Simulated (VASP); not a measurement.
Wanted: the native input for a VASP 6.6.1 run.

* Task: single point
* Functional: LDA
* Potentials or basis: VASP PAW LDA potentials, release 64 (Ba_sv, Y_sv)
* Cutoff: 520 eV
* k mesh: 11 × 11 × 8
* Occupations: fermi-dirac, width 0.03 eV
* Spin: no spin polarisation
* Dipole correction: no
* Further INCAR settings: ALGO = Normal; EDIFF = 1e-07; NBANDS = 18

The structure of BaY (L10 type) lies in POSCAR:

```
BaY
1.0
    3.8531774336      0.0000000000      0.0000000000
    0.0000000000      3.8531774336      0.0000000000
    0.0000000000      0.0000000000      5.7794555925
Ba Y
1 1
Direct
    0.0000000000      0.0000000000      0.0000000000
    0.5000000000      0.5000000000      0.5000000000
```

These files were run (other wordings do the same):

INCAR

```
PREC = Accurate
ENCUT = 520
EDIFF = 1E-7
ISMEAR = -1
SIGMA = 0.03
LREAL = F
LASPH = T
NELM = 60
ALGO = Normal
ISIF = 2
LWAVE = F
LCHARG = F
GGA = CA
NBANDS = 18
```

KPOINTS

```
regular mesh
0
Gamma
  11 11 8
```

Potentials or basis: VASP PAW LDA potentials, release 64 (Ba_sv, Y_sv).

The run is started by

```sh
$ cat potpaw_LDA.64/Ba_sv/POTCAR potpaw_LDA.64/Y_sv/POTCAR > POTCAR
$ mpirun -np 1 vasp_std > vasp.out
```

Results of the run:

The pressure is -2.3 GPa. The band gap on the k mesh is zero (an odd number of electrons rules out a gap without spin polarisation).

Caveat: spin-orbit coupling is left out, which moves the levels of the heavy elements.

It took 4 min on 1 thread of AMD EPYC 7R13 (shared host), peak memory 0.29 GiB.
